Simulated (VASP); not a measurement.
Runs of VASP 6.6.1 on Hf. The structure is that of space group Im-3m (No. 229), or close to it. The cells are those of the table. 

| task | cell | gap on the mesh (eV) | pressure (GPa) |
| --- | --- | --- | --- |
| single point | a = 3.106 Å, angles 108.9°, 1 atom | none | -9.2 |
| electric field gradients | a = 3.147 Å, angles 110.0°, 1 atom | none | -9.2 |
| single point | a = 3.137 Å, angles 109.7°, 1 atom | none | -9.2 |
| electric field gradients | a = 3.116 Å, angles 109.2, 109.2, 110.0°, 1 atom | none | (a) |
| electric field gradients | a = 3.116 Å, angles 109.2°, 1 atom | none | -9.2 |
| electric field gradients | a = 3.106 Å, angles 108.9°, 1 atom | none | -9.2 |
| single point | a = 3.147 Å, angles 110.0°, 1 atom | none | -9.2 |
| electric field gradients | a = 3.137 Å, angles 109.7°, 1 atom | none | -9.2 |
| single point | a = 3.147 Å, angles 110.0, 110.0, 108.4°, 1 atom | none | -10.6 |
| single point | a = 3.106 Å, angles 108.9, 108.9, 110.6°, 1 atom | none | -7.6 |
| single point | a = 3.137 Å, angles 109.7, 109.7, 108.9°, 1 atom | none | -9.9 |

Alike in all rows: level PBEsol; potentials or basis VASP PAW PBE potentials, release 64 (Hf_pv); no spin polarisation; k mesh 16 × 16 × 16; cutoff (eV) 520; smearing fermi-dirac 0.08 eV.

Q: Estimate the missing entries.

A: (a) -8.4.

Caveats: the cell stands under tension; the PAW data sets were made with another functional, which shifts forces and pressure a little; spin-orbit coupling is left out, which moves the levels of the heavy elements.

A k mesh can miss the band edges, and the runs leave out spin-orbit coupling on Hf.

A gap of «none» marks levels without a gap at the run's occupations.
